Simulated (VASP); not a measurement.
# Ni (P6_3/mmc) in VASP: notebook

Runs on Ni. Level: revPBE. Tasks: single point.

All numbers are computed with VASP 6.6.1; they aren't measurements. Logs are shortened: lines on timing, memory, paths and dates and some standing lists are left out, and cuts for length are marked.

### Step 1. The cell of the first run

It takes space group P6_3/mmc (No. 194, hexagonal). Conventional cell: a = 2.472 Å, b = 2.472 Å, c = 8.090 Å, α = 90.00°, β = 90.00°, γ = 120.00°. Within 3.3 Å of Ni (site symmetry -3m) lie 12 Ni at 2.47 to 2.48 Å. Within 3.3 Å of Ni (site symmetry -6m2) lie 12 Ni at 2.47 to 2.48 Å.

This isn't the form of Ni at room conditions, which is fcc.

### Step 2. Single point, revPBE, collinear spin, ferromagnetic start (10.70 Å³/atom)

INCAR reads:

```
SYSTEM = Ni
ALGO = Normal
EDIFF = 1E-7
ENCUT = 520
GGA = RE
ISIF = 2
ISMEAR = -1
ISPIN = 2
LASPH = .True.
LCHARG = .False.
LMAXMIX = 4
LORBIT = 11
LREAL = .False.
LWAVE = .False.
MAGMOM = 0.696 0.696 0.705 0.705
NBANDS = 32
NELM = 150
PREC = Accurate
SIGMA = 0.05
```

KPOINTS reads:

```
k-points
0
Gamma
  16 16 5
  0 0 0
```

POSCAR reads:

```
Ni
1.0
    2.4716507172      0.0000000000      0.0000000000
   -1.2358253586      2.1405123104      0.0000000000
    0.0000000000      0.0000000000      8.0901269190
Ni
4
Direct
    1.0000000000      0.0000000000      1.0000000000
    0.0000000000      0.0000000000      0.5000000000
    0.3333333333      0.6666666667      0.2500000000
    0.6666666667      0.3333333333      0.7500000000
```

Potentials or basis: VASP PAW PBE potentials, release 64 (Ni).

Launch:

```console
cat potpaw_PBE.64/Ni/POTCAR > POTCAR
mpirun -np 1 vasp_std > vasp.out
```

OUTCAR:

```text
SYSTEM = Ni
   EDIFF = 1E-7
   ENCUT = 520
   GGA = RE
   ISIF = 2
   ISMEAR = -1
   ISPIN = 2
   LASPH = .True.
   LORBIT = 11
   LREAL = .False.
   NELM = 150
   PREC = Accurate

 ion  position               nearest neighbor table
   1  0.000  0.000  0.000-   3 2.48   4 2.48   4 2.48   3 2.48   4 2.48   3 2.48
   2  0.000  0.000  0.500-   3 2.48   4 2.48   4 2.48   3 2.48   4 2.48   3 2.48
   3  0.333  0.667  0.250-   1 2.48   2 2.48   1 2.48   2 2.48   1 2.48   2 2.48
   4  0.667  0.333  0.750-   1 2.48   2 2.48   1 2.48   2 2.48   1 2.48   2 2.48

  LATTYP: Found a hexagonal cell.
 ALAT       =     2.4716507172
 C/A-ratio  =     3.2731675486

  Lattice vectors:

 A1 = (   2.4716507172,   0.0000000000,   0.0000000000)
 A2 = (  -1.2358253586,   2.1405123104,   0.0000000000)
 A3 = (   0.0000000000,   0.0000000000,   8.0901269190)

Analysis of symmetry for initial positions (statically):
=====================================================================
 Subroutine PRICEL returns:
 Original cell was already a primitive cell.

 Routine SETGRP: Setting up the symmetry group for a
 hexagonal supercell.

 Subroutine GETGRP returns: Found 24 space group operations
 (whereof 12 operations were pure point group operations)
 out of a pool of 24 trial point group operations.

The static configuration has the point symmetry D_3d.
 The point group associated with its full space group is D_6h.

Analysis of symmetry for dynamics (positions and initial velocities):
=====================================================================
 Subroutine PRICEL returns:
 Original cell was already a primitive cell.

 Routine SETGRP: Setting up the symmetry group for a
 hexagonal supercell.

 Subroutine GETGRP returns: Found 24 space group operations
 (whereof 12 operations were pure point group operations)
 out of a pool of 24 trial point group operations.

The dynamic configuration has the point symmetry D_3d.
 The point group associated with its full space group is D_6h.

Analysis of structural, dynamic, and magnetic symmetry:
=====================================================================
 Subroutine PRICEL returns:
 Original cell was already a primitive cell.

 Routine SETGRP: Setting up the symmetry group for a
 hexagonal supercell.

 Subroutine GETGRP returns: Found 24 space group operations
 (whereof 12 operations were pure point group operations)
 out of a pool of 24 trial point group operations.

The overall configuration has the point symmetry D_3d.
 The point group associated with its full space group is D_6h.

 Subroutine INISYM returns: Found 24 space group operations
 (whereof 12 operations are pure point group operations),
 and found     1 'primitive' translations

----------------------------------------------------------------------------------------

                                     Primitive cell

  volume of cell :      42.8016

  direct lattice vectors                    reciprocal lattice vectors
     2.471650717  0.000000000  0.000000000     0.404587911  0.233588939  0.000000000
    -1.235825359  2.140512310  0.000000000     0.000000000  0.467177878  0.000000000
     0.000000000  0.000000000  8.090126919     0.000000000  0.000000000  0.123607455

  length of vectors
     2.471650717  2.471650717  8.090126919     0.467177878  0.467177878  0.123607455

  position of ions in fractional coordinates (direct lattice)
     0.000000000  0.000000000  0.000000000
     0.000000000  0.000000000  0.500000000
     0.333333333  0.666666667  0.250000000
     0.666666667  0.333333333  0.750000000

  ion indices of the primitive-cell ions
   primitive index   ion index
                 1           1
                 2           2
                 3           3
                 4           4

----------------------------------------------------------------------------------------

 KPOINTS: k-points

Automatic generation of k-mesh.
 Grid dimensions read from file:
 generate k-points for:   16   16    5

 Generating k-lattice:

  Cartesian coordinates                     Fractional coordinates (reciprocal lattice)
     0.025286744  0.014599309  0.000000000     0.062500000  0.000000000  0.000000000
     0.000000000  0.029198617  0.000000000     0.000000000  0.062500000  0.000000000
     0.000000000  0.000000000  0.024721491     0.000000000  0.000000000  0.200000000

  Length of vectors
     0.029198617  0.029198617  0.024721491

  Shift w.r.t. Gamma in fractional coordinates (k-lattice)
     0.000000000  0.000000000  0.000000000

 Subroutine IBZKPT returns following result:
 ===========================================

 Found     90 irreducible k-points:

 Following reciprocal coordinates:
            Coordinates               Weight
  0.000000  0.000000  0.000000      1.000000
  0.062500  0.000000  0.000000      6.000000
  0.125000  0.000000  0.000000      6.000000
  0.187500  0.000000  0.000000      6.000000
  0.250000  0.000000  0.000000      6.000000
  0.312500  0.000000  0.000000      6.000000
[... 16 lines left out ...]
  0.187500  0.187500  0.000000      6.000000
  0.250000  0.187500  0.000000     12.000000
 [... further k-points ...]
   k-points           NKPTS =     90   k-points in BZ     NKDIM =     90   number of bands    NBANDS=     32
   number of dos      NEDOS =    301   number of ions     NIONS =      4
   total plane-waves  NPLWV =  19440
   dimension x,y,z NGX =    18 NGY =   18 NGZ =   60
   dimension x,y,z NGXF=    36 NGYF=   36 NGZF=  120
   ions per type =               4
   NGX,Y,Z   is equivalent  to a cutoff of  12.11, 12.11, 12.33 a.u.
   NGXF,Y,Z  is equivalent  to a cutoff of  24.21, 24.21, 24.66 a.u.
 SYSTEM =  Ni
   PREC   = accura    normal or accurate (medium, high low for compatibility)
   ISTART =      0    job   : 0-new  1-cont  2-samecut
   ICHARG =      2    charge: 1-file 2-atom 10-const
   ISPIN  =      2    spin polarized calculation?
   LNONCOLLINEAR =      F non collinear calculations
   LSORBIT =      F    spin-orbit coupling
   LASPH  =      T    aspherical Exc in radial PAW
   ENCUT  =  520.0 eV  38.22 Ry    6.18 a.u.   4.60  4.60 15.04*2*pi/ulx,y,z
   NELM   =    150;   NELMIN=  2; NELMDL= -5     # of ELM steps
   EDIFF  = 0.1E-06   stopping-criterion for ELM
   LREAL  =      F    real-space projection
   EDIFFG = 0.1E-05   stopping-criterion for IOM
   NSW    =      0    number of steps for IOM
   IBRION =     -1    ionic relax: 0-MD 1-quasi-New 2-CG
   NFREE  =      0    steps in history (QN), initial steepest desc. (CG)
   ISIF   =      2    stress and relaxation
   ISYM   =      2    0-nonsym 1-usesym 2-fastsym
   POTIM  = 0.5000    time-step for ionic-motion
   TEBEG  =    0.0;   TEEND  =   0.0 temperature during run
   PSTRESS=    0.0 pullay stress
   NELECT =      40.0000    total number of electrons
   NUPDOWN=      -1.0000    fix difference up-down
   EMIN   =  10.00;   EMAX   =-10.00  energy-range for DOS
   EFERMI =   0.00;   METHOD = LEGACY
   ISMEAR =    -1;   SIGMA  =   0.05  broadening in eV -4-tet -1-fermi 0-gaus
   EFERMI_NEDOS =   21; number of points for ismear=-14 and -15
   IALGO  =     38    algorithm
   IMIX   =      4    mixing-type and parameters
     AMIX     =   0.40;   BMIX     =  1.00
     AMIX_MAG =   1.60;   BMIX_MAG =  1.00
  volume/ion in A,a.u.               =      10.70        72.21
  Fermi-wavevector in a.u.,A,eV,Ry     =   1.600570  3.024639 34.855752  2.561826
  Thomas-Fermi vector in A             =   2.697685
   LORBIT       =     11    0 simple, 1 ext, 2 COOP (PROOUT), +10 PAW based schemes
   GGA     = RE    functional components
   LHFCALC =     F    Hartree Fock is set to
   AEXX    =    0.0000 exact exchange contribution
   IVDW    =     0    specifies the selected vdW correction
   LEPSILON=     F    determine dielectric tensor
   LRPA    =     F    only Hartree local field effects (RPA)
 spin polarized calculation
  energy-cutoff  :      520.00
  volume of cell :       42.80
 maximum number of plane-waves:      1174
   NGX =  9   NGY =  9   NGZ = 31

 number of electron      40.0000000 magnetization       2.4209871

 Free energy of the ion-electron system (eV)
  ---------------------------------------------------
  ext. energy  EPLUGINS =         0.00000000
  ---------------------------------------------------
  free energy    TOTEN  =       -20.18764392 eV

  energy without entropy =      -20.12787257  energy(sigma->0) =      -20.15775825

 E-fermi :   9.7331     XC(G=0): -13.2635

 val. band max:        9.7326641563   @ k =   0.4375  -0.0000   0.2000
 cond. band min:       9.7355439190   @ k =   0.3750   0.1875   0.4000
 fundamental gap:      0.0028797627
 Fermi energy:         9.7331472056

 spin component 1

 k-point     1 :       0.0000    0.0000    0.0000
  band No.  band energies     occupation
      1       0.6089      1.00000
      2       2.8554      1.00000
      3       2.8595      1.00000
      4       4.8121      1.00000
      5       6.9081      1.00000
      6       6.9792      1.00000
[... 24 lines left out ...]
     31      34.6032      0.00000
     32      34.6032      0.00000

 k-point     2 :       0.0625    0.0000    0.0000
  band No.  band energies     occupation
      1       0.7467      1.00000
      2       2.9763      1.00000
      3       2.9802      1.00000
      4       4.8985      1.00000
      5       6.8296      1.00000
      6       6.9393      1.00000
[... 24 lines left out ...]
     31      32.9997      0.00000
     32      33.7823      0.00000
[... 733 lines left out ...]
     31      24.0639      0.00000
     32      26.8270      0.00000

 k-point    24 :       0.2500    0.1875    0.0000
  band No.  band energies     occupation
      1       4.7299      1.00000
      2       5.3632      1.00000
      3       5.3692      1.00000
      4       5.9824      1.00000
      5       5.9976      1.00000
      6       6.2702      1.00000
[... 24 lines left out ...]
     31      23.1174      0.00000
     32      26.7723      0.00000

 [... further k-points ...]

 spin component 2

 k-point     1 :       0.0000    0.0000    0.0000
  band No.  band energies     occupation
      1       0.5539      1.00000
      2       2.8312      1.00000
      3       2.8331      1.00000
      4       5.2190      1.00000
      5       7.5651      1.00000
      6       7.5677      1.00000
[... 24 lines left out ...]
     31      34.6743      0.00000
     32      34.6743      0.00000

 k-point     2 :       0.0625    0.0000    0.0000
  band No.  band energies     occupation
      1       0.6919      1.00000
      2       2.9529      1.00000
      3       2.9548      1.00000
      4       5.3111      1.00000
      5       7.4934      1.00000
      6       7.5304      1.00000
[... 24 lines left out ...]
     31      33.0646      0.00000
     32      33.7370      0.00000
[... 733 lines left out ...]
     31      24.1589      0.00000
     32      26.8795      0.00000

 k-point    24 :       0.2500    0.1875    0.0000
  band No.  band energies     occupation
      1       4.7996      1.00000
      2       5.6270      1.00000
      3       5.6573      1.00000
      4       6.3867      1.00000
      5       6.5322      1.00000
      6       6.7760      1.00000
[... 24 lines left out ...]
     31      23.2275      0.00000
     32      26.8175      0.00000

 [... further k-points ...]
[... 5 lines left out ...]
  --------------------------------------------------------------------------------------
  -------------------------------------------------------------------------------------
  Total        2.0739482      2.0739482      2.2367600      0.0000000      0.0000000      0.0000000
  in kB       77.6333500     77.6333500     83.7278232      0.0000000      0.0000000      0.0000000
  external PRESSURE =      79.6648410 kB  Pullay stress =       0.0000000 kB

 VOLUME and BASIS-vectors are now :
 -----------------------------------------------------------------------------
  energy-cutoff  :      520.00
  volume of cell :       42.80
      direct lattice vectors                 reciprocal lattice vectors
     2.471650717  0.000000000  0.000000000     0.404587911  0.233588939  0.000000000
    -1.235825359  2.140512310  0.000000000     0.000000000  0.467177878  0.000000000
     0.000000000  0.000000000  8.090126919     0.000000000  0.000000000  0.123607455

 POSITION                                       TOTAL-FORCE (eV/Angst)
 -----------------------------------------------------------------------------------
      0.00000      0.00000      0.00000         0.000000      0.000000     -0.000000
      0.00000      0.00000      4.04506         0.000000      0.000000     -0.000000
     -0.00000      1.42701      2.02253        -0.000000      0.000000      0.000000
      1.23583      0.71350      6.06760        -0.000000     -0.000000     -0.000000
 -----------------------------------------------------------------------------------
    total drift:                                0.000000     -0.000000      0.000000

  FREE ENERGIE OF THE ION-ELECTRON SYSTEM (eV)
  ---------------------------------------------------
  free  energy   TOTEN  =       -20.1876439207 eV

  energy  without entropy=      -20.1278725730  energy(sigma->0) =      -20.15775825

 total charge

# of ion       s       p       d       tot
------------------------------------------
    1        0.503   0.510   8.323   9.336
    2        0.503   0.510   8.323   9.336
    3        0.502   0.512   8.321   9.336
    4        0.502   0.512   8.321   9.336
--------------------------------------------------
tot          2.010   2.045  33.288  37.343

 magnetization (x)

# of ion       s       p       d       tot
------------------------------------------
    1       -0.007  -0.027   0.643   0.609
    2       -0.007  -0.027   0.643   0.609
    3       -0.007  -0.027   0.657   0.623
    4       -0.007  -0.027   0.657   0.623
--------------------------------------------------
tot         -0.027  -0.107   2.600   2.466
```

It took 4.3 min on 1 thread of Intel Xeon Platinum 8559C (Emerald Rapids), shared host; peak memory 0.28 GiB.

What came out:

```yaml
Free_energy: -20.1876 eV
Pressure: 8.0 GPa
Net_moment: 2.42 μB per cell
Site_moments: Ni +0.61, +0.62 (each value once) μB
Valence_electrons_inside_the_program's_atomic_spheres: Ni 9.34
```

Caveat: the cell stands under pressure; the PAW data sets were made with another functional, which shifts forces and pressure a little.

### Step 3. Single point, revPBE, collinear spin, ferromagnetic start (11.15 Å³/atom)

This run uses another cell than the first one, of 11.15 Å³/atom.

INCAR: that of step 2 with these lines changed.

```diff
@@ -2,3 +2,3 @@
 ALGO = Normal
-EDIFF = 1E-7
+EDIFF = 1E-6
 ENCUT = 520
```

KPOINTS is that of step 2.

POSCAR reads:

```
Ni
1.0
    2.5055131541      0.0000000000      0.0000000000
   -1.2527565770      2.1698380409      0.0000000000
    0.0000000000      0.0000000000      8.2009643485
Ni
4
Direct
    1.0000000000      0.0000000000      1.0000000000
    0.0000000000      0.0000000000      0.5000000000
    0.3333333333      0.6666666667      0.2500000000
    0.6666666667      0.3333333333      0.7500000000
```

Potentials or basis: VASP PAW PBE potentials, release 64 (Ni).

Launch:

```console
cat potpaw_PBE.64/Ni/POTCAR > POTCAR
mpirun -np 1 vasp_std > vasp.out
```

OUTCAR:

```text
SYSTEM = Ni
   EDIFF = 1E-6
   ENCUT = 520
   GGA = RE
   ISIF = 2
   ISMEAR = -1
   ISPIN = 2
   LASPH = .True.
   LORBIT = 11
   LREAL = .False.
   NELM = 150
   PREC = Accurate

 ion  position               nearest neighbor table
   1  0.000  0.000  0.000-   3 2.51   4 2.51   3 2.51   4 2.51   4 2.51   3 2.51
   2  0.000  0.000  0.500-   3 2.51   4 2.51   3 2.51   4 2.51   4 2.51   3 2.51
   3  0.333  0.667  0.250-   1 2.51   2 2.51   1 2.51   2 2.51   1 2.51   2 2.51
   4  0.667  0.333  0.750-   1 2.51   2 2.51   1 2.51   2 2.51   1 2.51   2 2.51

  LATTYP: Found a hexagonal cell.
 ALAT       =     2.5055131541
 C/A-ratio  =     3.2731675486

[... 1911 lines left out ...]
     2.505513154  0.000000000  0.000000000     0.399119836  0.230431945  0.000000000
    -1.252756577  2.169838041  0.000000000     0.000000000  0.460863890  0.000000000
     0.000000000  0.000000000  8.200964348     0.000000000  0.000000000  0.121936879

 POSITION                                       TOTAL-FORCE (eV/Angst)
 -----------------------------------------------------------------------------------
      0.00000      0.00000      0.00000         0.000000      0.000000      0.000000
      0.00000      0.00000      4.10048         0.000000      0.000000      0.000000
     -0.00000      1.44656      2.05024        -0.000000      0.000000      0.000000
      1.25276      0.72328      6.15072         0.000000      0.000000     -0.000000
 -----------------------------------------------------------------------------------
    total drift:                                0.000000     -0.000000      0.000000

  FREE ENERGIE OF THE ION-ELECTRON SYSTEM (eV)
  ---------------------------------------------------
  free  energy   TOTEN  =       -20.2294807418 eV

  energy  without entropy=      -20.1659516070  energy(sigma->0) =      -20.19771617

 total charge

# of ion       s       p       d       tot
------------------------------------------
    1        0.485   0.474   8.304   9.263
    2        0.485   0.474   8.304   9.263
    3        0.485   0.476   8.302   9.263
    4        0.485   0.476   8.302   9.263
--------------------------------------------------
tot          1.941   1.901  33.212  37.054

 magnetization (x)

# of ion       s       p       d       tot
------------------------------------------
    1       -0.007  -0.026   0.661   0.628
    2       -0.007  -0.026   0.661   0.628
    3       -0.007  -0.026   0.675   0.641
    4       -0.007  -0.026   0.675   0.641
--------------------------------------------------
tot         -0.027  -0.106   2.672   2.539
```

stdout:

```text
POSCAR found type information on POSCAR Ni
 POSCAR found :  1 types and       4 ions
 scaLAPACK will be used
 -----------------------------------------------------------------------------
|                                                                             |
|                                                                             |
|     You enforced a specific xc type in the INCAR file but a different       |
|     I HOPE YOU KNOW WHAT YOU ARE DOING!                                     |
|                                                                             |
 -----------------------------------------------------------------------------

 LDA part: xc-table for (Slater+PW92), standard interpolation
 POSCAR, INCAR and KPOINTS ok, starting setup
 FFT: planning ... GRIDC
 FFT: planning ... GRID_SOFT
 FFT: planning ... GRID
 WAVECAR not read
 entering main loop
```

It took 4.7 min on 1 thread of Intel Xeon Platinum 8559C (Emerald Rapids), shared host; peak memory 0.29 GiB.

What came out:

```yaml
Free_energy: -20.2295 eV
Pressure: -0.2 GPa
Net_moment: 2.48 μB per cell
Site_moments: Ni +0.63, +0.64 (each value once) μB
Valence_electrons_inside_the_program's_atomic_spheres: Ni 9.26
```

Stress tensor (GPa, compression positive):
```
-0.30  0.00  0.00
 0.00 -0.30  0.00
 0.00  0.00  0.15
```

Caveat: the PAW data sets were made with another functional, which shifts forces and pressure a little.
